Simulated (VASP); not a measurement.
# SiC (P1) in VASP: single point with PBE

Aim: the single point of SiC with PBE.

Everything below comes from runs of VASP 6.6.1. Logs are shortened: lines on timing, memory, paths and dates and some standing lists are left out, and cuts for length are marked.

**1. The cell of the first run**

The typed cell holds 96 atoms: a = 9.234 Å, b = 10.663 Å, c = 10.247 Å, α = 90.00°, β = 90.00°, γ = 90.00°.

**2. Single point, PBE**

INCAR reads:

```
ALGO = Normal
EDIFF = 1E-6
ENCUT = 700
GGA = PE
GGA_COMPAT = False
ISIF = 2
ISMEAR = -1
ISYM = -1
LASPH = True
LCHARG = False
LREAL = Auto
LWAVE = False
NBANDS = 246
NELM = 120
PREC = Accurate
SIGMA = 0.05
```

KPOINTS reads:

```
explicit points
1
Reciprocal
  0.25000000   0.25000000   0.25000000 1
```

POSCAR reads:

```
SiC
1.0
    9.2342040000      0.0000000000      0.0000000000
    0.0000000000     10.6627400000      0.0000000000
    0.0000000000      0.0000000000     10.2472380000
Si C
48 48
Direct
    0.0015500000      0.9978190000      0.4953910000
    0.3380620000      0.0021290000      0.4984430000
    0.1660430000      0.2491780000      0.5029110000
    0.0024010000      0.4824830000      0.5024790000
    0.6681980000      0.9960470000      0.4954600000
    0.4984190000      0.2479640000      0.5018630000
    0.3369780000      0.5047490000      0.4967540000
    0.1709780000      0.7505740000      0.4999980000
    0.8407700000      0.2503810000      0.5021200000
    0.6669060000      0.4913620000      0.5034530000
    0.4995390000      0.7521800000      0.5016250000
    0.8351050000      0.7534130000      0.5089460000
    0.9992160000      0.1620000000      0.2524230000
    0.3294390000      0.1721020000      0.2508720000
    0.1741250000      0.4140950000      0.2503920000
    0.0069550000      0.6676510000      0.2510890000
    0.6672770000      0.1582050000      0.2513190000
    0.5097750000      0.4153470000      0.2482180000
    0.3304990000      0.6647600000      0.2505990000
    0.1661310000      0.9126640000      0.2579100000
    0.8328610000      0.4132060000      0.2443200000
    0.6701110000      0.6642570000      0.2543470000
    0.5091350000      0.9144220000      0.2468210000
    0.8283140000      0.9219310000      0.2430060000
    0.1679030000      0.0803160000      0.7517330000
    0.0028680000      0.3280940000      0.7462270000
    0.4933940000      0.0918300000      0.7523900000
    0.3349470000      0.3369550000      0.7457180000
    0.1700880000      0.5847130000      0.7419490000
    0.0043490000      0.8343800000      0.7471100000
    0.8349380000      0.0823320000      0.7522290000
    0.6654420000      0.3308990000      0.7532920000
    0.5033760000      0.5777080000      0.7536120000
    0.3341370000      0.8353970000      0.7620710000
    0.8365380000      0.5806810000      0.7486790000
    0.6664050000      0.8325030000      0.7495440000
    0.9986880000      0.9941040000      0.9973330000
    0.3315150000      0.0043840000      0.0077370000
    0.1697620000      0.2526800000      0.9986390000
    0.0003200000      0.5010390000      0.0038180000
    0.6699400000      0.9990100000      0.9995780000
    0.4983710000      0.2458950000      0.9975730000
    0.3242000000      0.5010590000      0.9999060000
    0.1672140000      0.7519500000      0.0017730000
    0.8393180000      0.2491930000      0.9984900000
    0.6727160000      0.5041410000      0.9971690000
    0.4894570000      0.7464100000      0.0028130000
    0.8291820000      0.7448880000      0.9997350000
    0.9936050000      0.9999610000      0.1853240000
    0.3321700000      0.0053880000      0.1934090000
    0.1597930000      0.2480480000      0.1865110000
    0.0033260000      0.5053000000      0.1872740000
    0.6649080000      0.0004670000      0.1861130000
    0.5043590000      0.2527620000      0.1911680000
    0.3369680000      0.5011730000      0.1865360000
    0.1679200000      0.7451940000      0.1897350000
    0.8283920000      0.2498010000      0.1879520000
    0.6716930000      0.5003760000      0.1830540000
    0.4982340000      0.7402690000      0.1901390000
    0.8273070000      0.7505600000      0.1872180000
    0.0088850000      0.9946080000      0.6878440000
    0.3274320000      0.0015170000      0.6963800000
    0.1663170000      0.2479990000      0.6833350000
    0.9980120000      0.4984870000      0.6848040000
    0.6672410000      0.0045590000      0.6851630000
    0.4937660000      0.2528520000      0.6808000000
    0.3314270000      0.4960590000      0.6855400000
    0.1540660000      0.7438170000      0.6885660000
    0.8322970000      0.2584020000      0.6817610000
    0.6654540000      0.5012340000      0.6959560000
    0.4956960000      0.7461530000      0.6886020000
    0.8324880000      0.7554330000      0.6936910000
    0.0000920000      0.1622660000      0.4266960000
    0.3334100000      0.1752770000      0.4379090000
    0.1634610000      0.4191120000      0.4357150000
    0.0015710000      0.6672760000      0.4334840000
    0.6736270000      0.1710260000      0.4390440000
    0.4996770000      0.4175260000      0.4422820000
    0.3403940000      0.6743580000      0.4393620000
    0.1692480000      0.9190530000      0.4349280000
    0.8284020000      0.4191580000      0.4399130000
    0.6652920000      0.6681520000      0.4339800000
    0.4987740000      0.9189320000      0.4402880000
    0.8274190000      0.9159570000      0.4408050000
    0.1752730000      0.0786300000      0.9414020000
    0.9915170000      0.3365230000      0.9416760000
    0.5019740000      0.0810030000      0.9396730000
    0.3423420000      0.3256090000      0.9317350000
    0.1632860000      0.5826600000      0.9398090000
    0.0003400000      0.8387400000      0.9359240000
    0.8325460000      0.0856260000      0.9306450000
    0.6634160000      0.3366710000      0.9444790000
    0.4969790000      0.5824980000      0.9315310000
    0.3290500000      0.8322740000      0.9395370000
    0.8259970000      0.5815480000      0.9396370000
    0.6667830000      0.8349890000      0.9384750000
```

Potentials or basis: VASP PAW PBE potentials, release 64 (Si, C).

Command:

```sh
> cat potpaw_PBE.64/Si/POTCAR potpaw_PBE.64/C/POTCAR > POTCAR
> mpirun -np 1 vasp_std > vasp.out
```

OUTCAR:

```text
EDIFF = 1E-6
   ENCUT = 700
   GGA = PE
   ISIF = 2
   ISMEAR = -1
   ISYM = -1
   LASPH = True
   LREAL = Auto
   NELM = 120
   PREC = Accurate

 ion  position               nearest neighbor table
   1  0.002  0.998  0.495-  80 1.87  73 1.89  84 1.91  61 1.97  20 3.01  12 3.03  13 3.04   8 3.07
                             9 3.08   5 3.08   3 3.08   2 3.11  30 3.11  24 3.15
   2  0.338  0.002  0.498-  83 1.83  80 1.91  74 1.95  62 2.03   6 3.01   5 3.05  11 3.05   3 3.08
                            20 3.08   8 3.09   1 3.11  14 3.12  27 3.12  25 3.15
   3  0.166  0.249  0.503-  63 1.85  74 1.86  75 1.94  73 1.95   4 2.91   9 3.00  26 3.03   6 3.07
                             2 3.08   1 3.08  28 3.08  14 3.10  25 3.12  15 3.13  13 3.13
   4  0.002  0.482  0.502-  75 1.77  81 1.86  64 1.88  76 2.09   9 2.89   3 2.91  26 2.99   7 3.10
                            10 3.10  29 3.10  15 3.12  35 3.13
   5  0.668  0.996  0.495-  84 1.79  83 1.86  65 1.95  77 1.95  12 3.01  11 3.03  17 3.04   2 3.05
                            23 3.07   1 3.08  24 3.08   6 3.11  36 3.13   9 3.15
   6  0.498  0.248  0.502-  74 1.83  66 1.83  78 1.91  77 1.92   2 3.01  10 3.03  27 3.06   3 3.07
                            28 3.07   5 3.11  14 3.12   7 3.12  32 3.13
   7  0.337  0.505  0.497-  78 1.85  79 1.90  67 1.94  75 1.95  11 3.04   8 3.04  19 3.05  10 3.05
                            29 3.07  15 3.09   4 3.10  28 3.12   6 3.12  33 3.15
   8  0.171  0.751  0.500-  79 1.87  80 1.92  76 1.92  68 1.94  20 3.02  11 3.03   7 3.04  29 3.05
                             1 3.07  19 3.09   2 3.09  30 3.09  16 3.10  12 3.10
   9  0.841  0.250  0.502-  69 1.84  77 1.88  73 1.91  81 1.91   4 2.89   3 3.00  10 3.03  26 3.03
[... 23 lines left out ...]
  21  0.833  0.413  0.244-  57 1.84  58 1.86  52 1.95  81 2.01  18 2.98  40 3.06  45 3.07  22 3.07
                            46 3.09  13 3.09  17 3.12
  22  0.670  0.664  0.254-  82 1.84  60 1.85  58 1.89  59 1.90  18 3.04  23 3.05  21 3.07  16 3.11
                            24 3.11  48 3.12  11 3.13  19 3.14  46 3.14
  23  0.509  0.914  0.247-  53 1.82  59 1.95  50 1.98  83 1.99  24 2.95  17 2.98  22 3.05   5 3.07
                            41 3.07  47 3.08  38 3.10  19 3.13  11 3.13
  24  0.828  0.922  0.243-  53 1.82  49 1.84  60 1.91  84 2.03  17 2.93  23 2.95  41 3.01  13 3.01
                            37 3.07   5 3.08  22 3.11  20 3.12  48 3.13   1 3.15
  25  0.168  0.080  0.752-  62 1.79  61 1.85  63 1.92  85 1.94  27 3.01  30 3.03  34 3.03  26 3.05
                            31 3.07  37 3.10   3 3.12  39 3.13  38 3.13  28 3.14   2 3.15
  26  0.003  0.328  0.746-  63 1.85  69 1.86  64 1.92  86 2.01   4 2.99   9 3.03   3 3.03  31 3.05
                            25 3.05  28 3.07  35 3.10  45 3.11  39 3.12  32 3.12  29 3.14
  27  0.493  0.092  0.752-  66 1.87  62 1.90  87 1.92  65 1.98  28 3.00  42 3.00  32 3.00  25 3.01
                             6 3.06  34 3.11   2 3.12
  28  0.335  0.337  0.746-  67 1.81  66 1.84  88 1.91  63 1.93  27 3.00  33 3.00  29 3.05  32 3.05
                            26 3.07   6 3.07   3 3.08   7 3.12  39 3.14  43 3.14  25 3.14  42 3.14
  29  0.170  0.585  0.742-  68 1.79  67 1.86  64 1.93  89 2.03   8 3.05  28 3.05   7 3.07  30 3.07
                            34 3.08  33 3.08  35 3.08   4 3.10  43 3.13  26 3.14
  30  0.004  0.834  0.747-  68 1.79  61 1.81  72 1.88  90 1.94  12 3.02  25 3.03  34 3.05  29 3.07
                            31 3.07  37 3.08   8 3.09   1 3.11  35 3.12  36 3.12  44 3.14
  31  0.835  0.082  0.752-  91 1.83  65 1.89  61 1.97  69 2.01  26 3.05  30 3.07  25 3.07  32 3.08
                            37 3.08  36 3.09  41 3.09  45 3.09   9 3.13
  32  0.665  0.331  0.753-  69 1.87  70 1.91  66 1.94  92 1.96  27 3.00  33 3.03  28 3.05  42 3.08
                            31 3.08  10 3.08  35 3.10  45 3.11  46 3.11  26 3.12   6 3.13
  33  0.503  0.578  0.754-  70 1.80  93 1.82  71 1.92  67 1.94  28 3.00  32 3.03  46 3.05  35 3.08
                            29 3.08  36 3.11  10 3.11  47 3.13  43 3.13   7 3.15
  34  0.334  0.835  0.762-  94 1.82  62 1.90  71 1.92  68 2.07  47 3.01  25 3.03  44 3.03  30 3.05
                            36 3.07  29 3.08  38 3.10  27 3.11
  35  0.837  0.581  0.749-  64 1.85  70 1.87  72 1.95  95 1.96  12 3.07  46 3.07  33 3.08  29 3.08
                            32 3.10  26 3.10  10 3.11  36 3.11  48 3.11  30 3.12   4 3.13  40 3.14
  36  0.666  0.833  0.750-  72 1.83  71 1.93  96 1.94  65 1.95  12 3.04  34 3.07  31 3.09  11 3.09
                            33 3.11  35 3.11  48 3.12  41 3.12  30 3.12   5 3.13
  37  0.999  0.994  0.997-  90 1.77  49 1.93  91 1.94  85 1.95  44 3.02  41 3.04  24 3.07  38 3.08
                            30 3.08  31 3.08  48 3.08  45 3.09  25 3.10
  38  0.332  0.004  0.008-  85 1.78  50 1.90  87 1.91  94 1.96  42 3.00  39 3.04  14 3.07  37 3.08
[... 319 lines left out ...]
   ISIF   =      2    stress and relaxation
   ISYM   =     -1    0-nonsym 1-usesym 2-fastsym
   POTIM  = 0.5000    time-step for ionic-motion
   TEBEG  =    0.0;   TEEND  =   0.0 temperature during run
   PSTRESS=    0.0 pullay stress
   NELECT =     384.0000    total number of electrons
   NUPDOWN=      -1.0000    fix difference up-down
   EMIN   =  10.00;   EMAX   =-10.00  energy-range for DOS
   EFERMI =   0.00;   METHOD = LEGACY
   ISMEAR =    -1;   SIGMA  =   0.05  broadening in eV -4-tet -1-fermi 0-gaus
   EFERMI_NEDOS =   21; number of points for ismear=-14 and -15
   IALGO  =     38    algorithm
   IMIX   =      4    mixing-type and parameters
     AMIX     =   0.40;   BMIX     =  1.00
     AMIX_MAG =   1.60;   BMIX_MAG =  1.00
  volume/ion in A,a.u.               =      10.51        70.93
  Fermi-wavevector in a.u.,A,eV,Ry     =   1.186388  2.241949 19.150435  1.407517
  Thomas-Fermi vector in A             =   2.322562
   LORBIT       =      0    0 simple, 1 ext, 2 COOP (PROOUT), +10 PAW based schemes
   GGA     = PE    functional components
   LHFCALC =     F    Hartree Fock is set to
   AEXX    =    0.0000 exact exchange contribution
   IVDW    =     0    specifies the selected vdW correction
   LEPSILON=     F    determine dielectric tensor
   LRPA    =     F    only Hartree local field effects (RPA)
 non-spin polarized calculation
  energy-cutoff  :      700.00
  volume of cell :     1008.96
 maximum number of plane-waves:     42441
 NGX is ok and might be reduce to    80
   NGX = 39   NGY = 47   NGZ = 45

 number of electron     383.9999999 magnetization

 Free energy of the ion-electron system (eV)
  ---------------------------------------------------
  ext. energy  EPLUGINS =         0.00000000
  ---------------------------------------------------
  free energy    TOTEN  =      -716.83121265 eV

  energy without entropy =     -716.83121265  energy(sigma->0) =     -716.83121265

 E-fermi :   9.1845     XC(G=0): -11.2859

 val. band max:        7.9844380515   @ k =   0.2500   0.2500   0.2500
 cond. band min:      10.5547509343   @ k =   0.2500   0.2500   0.2500
 fundamental gap:      2.5703128827
 Fermi energy:         9.1844839984

 k-point     1 :       0.2500    0.2500    0.2500
  band No.  band energies     occupation
      1      -7.1840      2.00000
      2      -6.7052      2.00000
      3      -6.5616      2.00000
      4      -6.4788      2.00000
      5      -6.0853      2.00000
      6      -6.0105      2.00000
[... 196 lines left out ...]
    203      11.6261      0.00000
    204      11.7141      0.00000
 [bands above 204 left out]

------------------------ aborting loop because EDIFF is reached ----------------------------------------

  FORCE on cell =-STRESS in cart. coord.  units (eV):
  Direction    XX          YY          ZZ          XY          YZ          ZX
  --------------------------------------------------------------------------------------
  -------------------------------------------------------------------------------------
  Total       27.7343113     21.2281256    -27.5570754      0.3948670      3.1308952     -3.5002606
  in kB       44.0405628     33.7090973    -43.7591220      0.6270271      4.9716896     -5.5582216
  external PRESSURE =      11.3301794 kB  Pullay stress =       0.0000000 kB

 VOLUME and BASIS-vectors are now :
 -----------------------------------------------------------------------------
  energy-cutoff  :      700.00
  volume of cell :     1008.96
      direct lattice vectors                 reciprocal lattice vectors
     9.234204000  0.000000000  0.000000000     0.108293037  0.000000000  0.000000000
     0.000000000 10.662740000  0.000000000     0.000000000  0.093784524  0.000000000
     0.000000000  0.000000000 10.247238000     0.000000000  0.000000000  0.097587272

 POSITION                                       TOTAL-FORCE (eV/Angst)
 -----------------------------------------------------------------------------------
      0.01431     10.63948      5.07639        -0.546342      0.092990      0.806570
      3.12173      0.02270      5.10766        -1.063349      0.692539      0.792258
      1.53327      2.65692      5.15345         0.011162      0.093223     -1.416760
      0.02217      5.14459      5.14902        -1.605843      4.194835     -0.518634
      6.17028     10.62059      5.07710        -0.579652      2.126514      1.707656
      4.60250      2.64398      5.14271         1.143082      0.771695     -1.155016
[... 88 lines left out ...]
      7.62742      6.20090      9.62868         3.082640      0.819393     -1.370455
      6.15721      8.90327      9.61678        -0.792615     -0.803255      0.061459
 -----------------------------------------------------------------------------------
    total drift:                                0.035250      0.002113     -0.003997

  FREE ENERGIE OF THE ION-ELECTRON SYSTEM (eV)
  ---------------------------------------------------
  free  energy   TOTEN  =      -716.8312126538 eV

  energy  without entropy=     -716.8312126537  energy(sigma->0) =     -716.83121265
```

Wall time 9.5 min (1 thread of Intel Xeon 6975P-C (Granite Rapids), shared host); peak memory 1.3 GiB.

Results:

| Item | Value |
| --- | --- |
| Free energy | -716.8312 eV |
| Pressure | 1.1 GPa |
| Largest force | 4.522 eV/Å |
| Band gap on the k mesh | 2.57 eV |

Forces in eV/Å, atoms in the order of the input:
```
Si  -0.546  0.093  0.807
Si  -1.063  0.693  0.792
Si   0.011  0.093 -1.417
Si  -1.606  4.195 -0.519
Si  -0.580  2.127  1.708
Si   1.143  0.772 -1.155
Si  -0.618 -0.324  0.543
Si  -1.187 -0.283  0.069
Si  -1.195 -0.070 -1.364
Si  -0.591  2.593  0.495
Si   1.260 -0.030  0.327
Si  -0.148 -1.384 -1.795
Si  -0.799  0.988 -2.170
Si   0.868 -0.086  0.149
Si  -1.511  0.601 -0.343
Si  -2.369 -0.005  0.376
Si  -0.255  2.847  0.581
Si  -0.786  0.761  0.498
Si   0.857  0.043  0.662
Si   0.017  0.735 -2.156
Si   0.574  1.089  1.105
Si  -0.340 -0.116 -0.726
Si  -2.621 -0.596  0.913
Si   0.776 -2.181  1.575
Si  -0.484  0.788  0.668
Si  -0.796  1.502  1.164
Si   1.076 -1.754 -0.265
Si  -0.787 -1.185  0.453
Si  -1.111 -1.418  1.600
Si  -1.349 -0.387  1.363
Si  -0.024  0.227 -1.892
Si  -0.192  0.797  0.186
Si  -1.403  1.283 -0.879
Si  -0.523 -0.758 -2.310
Si  -0.651  0.846  0.649
Si  -0.974  0.991  0.553
Si   0.431  2.340  0.629
Si   1.295 -1.272 -0.008
Si  -0.667 -0.891  0.010
Si  -0.792  0.256 -0.225
Si  -0.419  0.176 -0.653
Si   1.534  0.495  1.619
Si   2.204 -0.860 -0.271
Si  -1.023 -0.436  0.043
Si  -2.365 -0.100  1.013
Si  -3.065 -1.344  0.970
Si   1.921  0.142 -0.303
Si   0.337  1.417  0.292
C    1.188 -0.523 -0.023
C    0.388 -1.304 -0.329
C    1.107  0.587 -0.212
C    0.023 -1.632  0.141
C    0.298 -0.236 -0.872
C   -0.940 -1.373 -0.916
C    0.062 -0.984  0.199
C    0.308  1.586 -0.752
C    1.095 -1.310 -0.533
C   -0.197  0.173  0.378
C    0.314  1.636 -0.613
C    1.413  0.326 -0.339
C   -1.379  1.668 -0.913
C    1.816 -0.657 -1.797
C    0.144 -0.191  1.042
C    1.085 -0.645  0.435
C   -0.705 -0.529  0.257
C    1.062 -0.125  1.434
C    0.609  1.447 -0.506
C    2.928  1.559 -0.859
C    0.537 -2.093  1.296
C    0.840 -1.064 -1.647
C    0.356  0.567  0.197
C    0.491 -1.355 -0.679
C    0.565  0.718  3.237
C   -0.298 -1.701  0.017
C    2.033 -1.362 -0.011
C    0.238 -0.324  1.610
C   -1.107 -1.377 -0.224
C    0.087 -0.531 -1.120
C   -1.555 -1.510 -0.572
C    0.102 -0.447  1.446
C    1.481 -1.650 -1.093
C    0.455 -0.536  2.170
C    0.695 -0.389 -1.007
C    1.782 -0.029 -1.295
C   -2.631  1.558 -0.795
C    2.772 -0.294 -1.468
C   -0.244  0.174 -0.044
C   -2.387  1.907  0.320
C   -0.153  0.573 -1.177
C   -0.223 -2.745 -0.075
C    0.659 -0.445  1.671
C    0.851 -1.250 -1.337
C   -0.189 -0.109  1.937
C    0.469  0.820  1.373
C    3.083  0.819 -1.370
C   -0.793 -0.803  0.061
```

Caveat: the stress differs along the axes, from -4 to 4 GPa; a shifted mesh leaves out Γ, where band edges can lie; forces of over 1 eV/Å act on the atoms, so gaps and moduli don't describe the material at rest. A k mesh can miss the band edges.
